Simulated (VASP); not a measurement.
Set up this calculation in VASP 6.6.1, as the native input.

| Item | Value |
| --- | --- |
| Task | single point |
| Functional | PBE |
| Potentials or basis | VASP PAW PBE potentials, release 64 (K_sv, Mg, F) |
| Cutoff | 520 eV |
| k mesh | 6 × 6 × 6 |
| Occupations | gaussian, width 0.01 eV |
| Spin | no spin polarisation |
| Dipole correction | no |
| Further INCAR settings | ALGO = Normal; EDIFF = 1e-06; NBANDS = 24 |

The structure of KMgF3 lies in POSCAR:

```
KMgF3
1.0
    3.9791132838      0.0000000000      0.0000000000
    0.0000000000      3.9791132838      0.0000000000
    0.0000000000      0.0000000000      3.9791132838
K Mg F
1 1 3
Direct
    0.5000000000      0.5000000000      0.5000000000
    0.0000000000      0.0000000000      0.0000000000
    0.5000000000      0.0000000000      0.0000000000
    0.0000000000      0.5000000000      0.0000000000
    0.0000000000      0.0000000000      0.5000000000
```

These files were run (other wordings do the same):

INCAR

```
PREC = Accurate
ENCUT = 520
EDIFF = 1E-6
ISMEAR = 0
SIGMA = 0.01
LREAL = False
LASPH = True
NELM = 60
ALGO = Normal
ISIF = 2
LWAVE = False
LCHARG = False
GGA = PE
NBANDS = 24
```

KPOINTS

```
regular mesh
0
Gamma
  6 6 6
```

Potentials or basis: VASP PAW PBE potentials, release 64 (K_sv, Mg, F).

Launch:

```sh
$ cat potpaw_PBE.64/K_sv/POTCAR potpaw_PBE.64/Mg/POTCAR potpaw_PBE.64/F/POTCAR > POTCAR
$ mpirun -np 1 vasp_std > vasp.out
```

Results of the run:

| Item | Value |
| --- | --- |
| Pressure | 3.8 GPa |
| Band gap on the k mesh | 7.34 eV (least direct gap 7.67 eV) |

Caveat: the cell stands under pressure.

It took 35 s on 1 thread of Intel Xeon 8259CL, with other jobs on the host, peak memory 0.18 GiB.
